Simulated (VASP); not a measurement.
# Si (Imma) in VASP: a series of runs, part 2 of 3

VASP 6.6.1. The steps go on from the part before.

## 3. Electric field gradients, LDA (volume scaled by 0.96)

File INCAR:

```
SYSTEM = Si
PREC = Accurate
ENCUT = 520
EDIFF = 1E-8
ISMEAR = -1
SIGMA = 0.05
LREAL = .False.
LASPH = .True.
NELM = 80
ALGO = Normal
ISIF = 2
LWAVE = .False.
LCHARG = .False.
LEFG = .True.
NBANDS = 11
```

File KPOINTS:

```
regular mesh
0
Gamma
  16 16 16
  0 0 0
```

File POSCAR:

```
Si
1.0
   -2.2205773517      2.3364893192      1.2577681579
    2.2205773517     -2.3364893192      1.2577681579
    2.2205773517      2.3364893192     -1.2577681579
Si
2
Direct
    0.8070000000      0.5570000000      0.2500000000
    0.1930000000      0.4430000000      0.7500000000
```

Potentials or basis: VASP PAW LDA potentials, release 64 (Si).

Launch:

```bash
cat potpaw_LDA.64/Si/POTCAR > POTCAR
mpirun -np 1 vasp_std > vasp.out
```

OUTCAR:

```text
SYSTEM = Si
   PREC = Accurate
   ENCUT = 520
   EDIFF = 1E-8
   ISMEAR = -1
   LREAL = .False.
   LASPH = .True.
   NELM = 80
   ISIF = 2

 ion  position               nearest neighbor table
   1  0.807  0.557  0.250-   2 2.35   2 2.35   2 2.42   2 2.42   2 2.70   2 2.70
   2  0.193  0.443  0.750-   1 2.35   1 2.35   1 2.42   1 2.42   1 2.70   1 2.70

  LATTYP: Found a body centered orthorhombic cell.
 ALAT       =     2.5155363158
 B/A-ratio  =     1.7654901961
 C/A-ratio  =     1.8576470588

  Lattice vectors:

 A1 = (   2.2205773517,  -2.3364893192,   1.2577681579)
 A2 = (  -2.2205773517,  -2.3364893192,  -1.2577681579)
 A3 = (   2.2205773517,   2.3364893192,  -1.2577681579)

Analysis of symmetry for initial positions (statically):
=====================================================================
 Subroutine PRICEL returns:
 Original cell was already a primitive cell.

 Routine SETGRP: Setting up the symmetry group for a
 body centered orthorhombic supercell.

 Subroutine GETGRP returns: Found  8 space group operations
 (whereof  4 operations were pure point group operations)
 out of a pool of  8 trial point group operations.

The static configuration has the point symmetry C_2h.
 The point group associated with its full space group is D_2h.

Analysis of symmetry for dynamics (positions and initial velocities):
=====================================================================
 Subroutine PRICEL returns:
 Original cell was already a primitive cell.

 Routine SETGRP: Setting up the symmetry group for a
 body centered orthorhombic supercell.

 Subroutine GETGRP returns: Found  8 space group operations
 (whereof  4 operations were pure point group operations)
 out of a pool of  8 trial point group operations.

The dynamic configuration has the point symmetry C_2h.
 The point group associated with its full space group is D_2h.

 Subroutine INISYM returns: Found  8 space group operations
 (whereof  4 operations are pure point group operations),
 and found     1 'primitive' translations

----------------------------------------------------------------------------------------

                                     Primitive cell

  volume of cell :      26.1030

  direct lattice vectors                    reciprocal lattice vectors
    -2.220577352  2.336489319  1.257768158     0.000000000  0.213996270  0.397529542
     2.220577352 -2.336489319  1.257768158     0.225166667  0.000000000  0.397529542
     2.220577352  2.336489319 -1.257768158     0.225166667  0.213996270  0.000000000

  length of vectors
     3.460076134  3.460076134  3.460076134     0.451468870  0.456869527  0.310635528

  position of ions in fractional coordinates (direct lattice)
     0.807000000  0.557000000  0.250000000
     0.193000000  0.443000000  0.750000000

  ion indices of the primitive-cell ions
   primitive index   ion index
                 1           1
                 2           2

----------------------------------------------------------------------------------------

 KPOINTS: regular mesh

Automatic generation of k-mesh.
 Grid dimensions read from file:
[... 78 lines left out ...]
   EMIN   =  10.00;   EMAX   =-10.00  energy-range for DOS
   EFERMI =   0.00;   METHOD = LEGACY
   ISMEAR =    -1;   SIGMA  =   0.05  broadening in eV -4-tet -1-fermi 0-gaus
   EFERMI_NEDOS =   21; number of points for ismear=-14 and -15
   IALGO  =     38    algorithm
   IMIX   =      4    mixing-type and parameters
     AMIX     =   0.40;   BMIX     =  1.00
     AMIX_MAG =   1.60;   BMIX_MAG =  1.00
  volume/ion in A,a.u.               =      13.05        88.08
  Fermi-wavevector in a.u.,A,eV,Ry     =   1.103760  2.085804 16.575795  1.218287
  Thomas-Fermi vector in A             =   2.240223
   LORBIT       =      0    0 simple, 1 ext, 2 COOP (PROOUT), +10 PAW based schemes
   GGA     = CA    functional components
   LHFCALC =     F    Hartree Fock is set to
   AEXX    =    0.0000 exact exchange contribution
   IVDW    =     0    specifies the selected vdW correction
   LEPSILON=     F    determine dielectric tensor
   LRPA    =     F    only Hartree local field effects (RPA)
 non-spin polarized calculation
  energy-cutoff  :      520.00
  volume of cell :       26.10
 maximum number of plane-waves:       718
 NGX is ok and might be reduce to    28
   NGX = 13   NGY = 13   NGZ = 13

 number of electron       7.9999999 magnetization

 Free energy of the ion-electron system (eV)
  ---------------------------------------------------
  ext. energy  EPLUGINS =         0.00000000
  ---------------------------------------------------
  free energy    TOTEN  =       -11.32020791 eV

  energy without entropy =      -11.31420102  energy(sigma->0) =      -11.31720447

 E-fermi :  11.2377     XC(G=0): -11.6211

 val. band max:       11.2375800734   @ k =  -0.2500  -0.3750   0.0625
 cond. band min:      11.2417084667   @ k =  -0.4375   0.5000   0.0625
 fundamental gap:      0.0041283934
 Fermi energy:        11.2376664231

 k-point     1 :       0.0000    0.0000    0.0000
  band No.  band energies     occupation
      1      -3.9041      2.00000
      2       8.1872      2.00000
      3       8.6972      2.00000
      4       9.6872      2.00000
      5      12.1784      0.00000
      6      19.0775      0.00000
      7      20.6280      0.00000
      8      21.4912      0.00000
      9      22.1577      0.00000
     10      22.3120      0.00000
     11      23.4447      0.00000
[... 309 lines left out ...]
 k-point    24 :      -0.1250    0.0625    0.0000
  band No.  band energies     occupation
      1      -3.6839      2.00000
      2       7.0698      2.00000
      3       8.4288      2.00000
      4      10.7907      1.99974
      5      13.2015      0.00000
      6      17.2738      0.00000
      7      19.6656      0.00000
      8      20.9279      0.00000
      9      21.4833      0.00000
     10      22.4503      0.00000
     11      23.9274      0.00000

 [... further k-points ...]
[... 5 lines left out ...]
  --------------------------------------------------------------------------------------
  -------------------------------------------------------------------------------------
  Total        2.7771305      3.3347611      2.7897921      0.0000000      0.0000000      0.0000000
  in kB      170.4576845    204.6845301    171.2348388      0.0000000      0.0000000      0.0000000
  external PRESSURE =     182.1256845 kB  Pullay stress =       0.0000000 kB

 VOLUME and BASIS-vectors are now :
 -----------------------------------------------------------------------------
  energy-cutoff  :      520.00
  volume of cell :       26.10
      direct lattice vectors                 reciprocal lattice vectors
    -2.220577352  2.336489319  1.257768158     0.000000000  0.213996270  0.397529542
     2.220577352 -2.336489319  1.257768158     0.225166667  0.000000000  0.397529542
     2.220577352  2.336489319 -1.257768158     0.225166667  0.213996270  0.000000000

 POSITION                                       TOTAL-FORCE (eV/Angst)
 -----------------------------------------------------------------------------------
     -0.00000      1.16824      1.40115         0.000000     -0.000000     -0.023772
      2.22058      1.16824     -0.14339        -0.000000      0.000000      0.023772
 -----------------------------------------------------------------------------------
    total drift:                                0.000000     -0.000000     -0.000000

  FREE ENERGIE OF THE ION-ELECTRON SYSTEM (eV)
  ---------------------------------------------------
  free  energy   TOTEN  =       -11.3202079120 eV

  energy  without entropy=      -11.3142010234  energy(sigma->0) =      -11.31720447

 Electric field gradients (V/A^2)
---------------------------------------------------------------------
 ion       V_xx      V_yy      V_zz      V_xy      V_xz      V_yz
---------------------------------------------------------------------
   1      10.554   -27.639    17.084     0.000     0.000     0.000
   2      10.554   -27.639    17.084     0.000     0.000     0.000
---------------------------------------------------------------------

 Electric field gradients after diagonalization (V/A^2)
 (convention: |V_zz| > |V_xx| > |V_yy|)
----------------------------------------------------------------------
 ion       V_xx      V_yy      V_zz     asymmetry (V_yy - V_xx)/ V_zz
----------------------------------------------------------------------
   1      17.084    10.554   -27.639       0.236
   2      17.084    10.554   -27.639       0.236
----------------------------------------------------------------------

           NMR quadrupolar parameters

 Cq : quadrupolar parameter    Cq=e*Q*V_zz/h
 eta: asymmetry parameters     (V_yy - V_xx)/ V_zz
 Q  : nuclear electric quadrupole moment in mb (millibarn)
----------------------------------------------------------------------
 ion       Cq(MHz)       eta       Q (mb)
----------------------------------------------------------------------
   1      -0.067       0.236       1.000
   2      -0.067       0.236       1.000
----------------------------------------------------------------------
```

OSZICAR:

```text
N       E                     dE             d eps       ncg     rms          rms(c)
DAV:   1     0.513809238802E+01    0.51381E+01   -0.35101E+03 13678   0.617E+02
DAV:   2    -0.109414670748E+02   -0.16080E+02   -0.15446E+02 17770   0.888E+01
DAV:   3    -0.113634122040E+02   -0.42195E+00   -0.41789E+00 17666   0.117E+01
DAV:   4    -0.113650397971E+02   -0.16276E-02   -0.16272E-02 16697   0.902E-01
DAV:   5    -0.113650461734E+02   -0.63764E-05   -0.63758E-05 17269   0.506E-02    0.543E+00
DAV:   6    -0.113368438012E+02    0.28202E-01   -0.45166E-03 16183   0.332E-01    0.315E+00
DAV:   7    -0.113203235619E+02    0.16520E-01   -0.92639E-03 15858   0.495E-01    0.193E-01
DAV:   8    -0.113202222997E+02    0.10126E-03   -0.81671E-04 15938   0.166E-01    0.465E-02
DAV:   9    -0.113202081331E+02    0.14167E-04   -0.19086E-05 17437   0.267E-02    0.274E-02
DAV:  10    -0.113202079096E+02    0.22352E-06   -0.20223E-06 17377   0.836E-03    0.230E-03
DAV:  11    -0.113202079120E+02   -0.23920E-08   -0.92892E-08 16280   0.195E-03
   1 F= -.11320208E+02 E0= -.11317204E+02  d E =-.600689E-02
```

It took 2.3 min on 1 thread of AMD EPYC 9R45 (Zen 5), shared host; peak memory 0.2 GiB.

What came out:

```yaml
Free_energy: -11.3202 eV
Pressure: 18.2 GPa
Largest_force: 0.024 eV/Å
Band_gap_on_the_k_mesh: zero (band 4 reaches 14.28 eV, above the bottom of band 5 at 6.62 eV)
```

Forces on the atoms (eV/Å):
```
Si   0.000  0.000 -0.024
Si   0.000  0.000  0.024
```

Stress tensor (GPa, compression positive):
```
17.05  0.00  0.00
 0.00 20.47  0.00
 0.00  0.00 17.12
```

Electric field gradients, principal values (V/Å²):
```
atom   least  middle  greatest (by size)
1 Si  10.554  17.084             -27.639
2 Si  10.554  17.084             -27.639
```

Caveat: without QUAD_EFG the Cq values of the log hold for a quadrupole moment of 1 mb, not for the nuclei.

(Continued in part 3 of 3.)
